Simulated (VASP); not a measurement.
Set up this calculation in VASP 6.6.1, as the native input.

```
Task                   : single point
Functional             : PBE
Potentials or basis    : VASP PAW PBE potentials, release 64 (Au)
Cutoff                 : 520 eV
k mesh                 : 15 × 15 × 14
Occupations            : fermi-dirac, width 0.08 eV
Spin                   : no spin polarisation
Dipole correction      : no
Further INCAR settings : ALGO = Normal; EDIFF = 1e-07; NBANDS = 12
```

The structure of Au lies in POSCAR:

```
Au
1.0
    2.8232819447      0.0000000000      0.0000000000
   -1.4116409724      2.4450338862      0.0000000000
    0.0000000000      0.0000000000      2.8024459303
Au
1
Direct
    0.0000000000      0.0000000000      0.0000000000
```

These files were run (other wordings do the same):

INCAR

```
  PREC = Accurate
  ENCUT = 520
  EDIFF = 1E-7
  ISMEAR = -1
  SIGMA = 0.08
  LREAL = F
  LASPH = T
  NELM = 80
  ALGO = Normal
  ISIF = 2
  LWAVE = F
  LCHARG = F
  GGA = PE
  NBANDS = 12
```

KPOINTS

```
regular mesh
0
Gamma
  15 15 14
```

Potentials or basis: VASP PAW PBE potentials, release 64 (Au).

The run is started by

```sh
$ cat potpaw_PBE.64/Au/POTCAR > POTCAR
$ mpirun -np 1 vasp_std > vasp.out
```

Results of the run:

```
Pressure : -0.2 GPa
```

It took 14 s on 1 thread of Intel(R) Xeon(R) 6975P-C (Granite Rapids), with other jobs on the host, peak memory 0.17 GiB.
